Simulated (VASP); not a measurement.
Here is a VASP 6.6.1 calculation.

INCAR

```
SYSTEM = Be
PREC = Accurate
ENCUT = 520
EDIFF = 1E-6
ISMEAR = -1
SIGMA = 0.03
LREAL = .FALSE.
LASPH = .TRUE.
NELM = 100
ALGO = Normal
ISIF = 2
LWAVE = .FALSE.
LCHARG = .TRUE.
GGA = PE
LELF = .TRUE.
LVHAR = .TRUE.
NBANDS = 7
```

Contents of KPOINTS:

```
Automatic mesh
0
G
  23 23 23
  0 0 0
```

The input POSCAR:

```
Be
1.0
   -1.2280585323      1.2280585323      1.2531209513
    1.2280585323     -1.2280585323      1.2531209513
    1.2280585323      1.2280585323     -1.2531209513
Be
1
Direct
    0.0000000000      0.0000000000      0.0000000000
```

Potentials or basis: VASP PAW PBE potentials, release 64 (Be).

Run with:

```console
$ cat potpaw_PBE.64/Be/POTCAR > POTCAR
$ mpirun -np 1 vasp_std > vasp.out
```

Problem. Estimate the pressure.

Solution. 4.6 GPa.

Problem. Estimate the band gap on the k mesh.

Solution. Zero (band 1 reaches 11.88 eV, above the bottom of band 2 at 6.99 eV).

Stress tensor (GPa, compression positive):
```
4.28 0.00 0.00
0.00 4.28 0.00
0.00 0.00 5.14
```

Caveat: the cell differs from its parent crystal (equal xx and yy strain of -2 %).
